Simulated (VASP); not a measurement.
Here is a VASP 6.6.1 calculation.

Contents of INCAR:

```
SYSTEM = Sb
ALGO = Normal ; EDIFF = 1E-7
EDIFFG = -0.01 ; ENCUT = 600
GGA = RP ; IBRION = 2
ISIF = 3 ; ISMEAR = -1
LASPH = .TRUE. ; LCHARG = .FALSE.
LREAL = .FALSE. ; LWAVE = .FALSE.
NELM = 100 ; NSW = 60
PREC = Accurate ; SIGMA = 0.05
```

Contents of KPOINTS:

```
k-points
0
G
  9 9 5
  0 0 0
```

Contents of POSCAR:

```
Sb
1.0
    3.3545324186      0.0000000000      0.0000000000
   -1.6772662093      2.9051102923      0.0000000000
    0.0000000000      0.0000000000      5.4701606500
Sb
2
Direct
    0.6666666667      0.3333333333      0.7500000000
    0.3333333333      0.6666666667      0.2500000000
```

Potentials or basis: VASP PAW PBE potentials, release 64 (Sb).

Run with:

```sh
$ cat potpaw_PBE.64/Sb/POTCAR > POTCAR
$ mpirun -np 1 vasp_std > vasp.out
```

(1) What does it give for the relaxed volume?

(2) What does it give for the relaxed cell?

## Answers

(1) 27.88 Å³/atom.

(2) a = 3.477 Å, b = 3.477 Å, c = 5.325 Å, α = 90.00°, β = 90.00°, γ = 120.00°.

Caveat: the PAW data sets were made with another functional, which shifts forces and pressure a little.
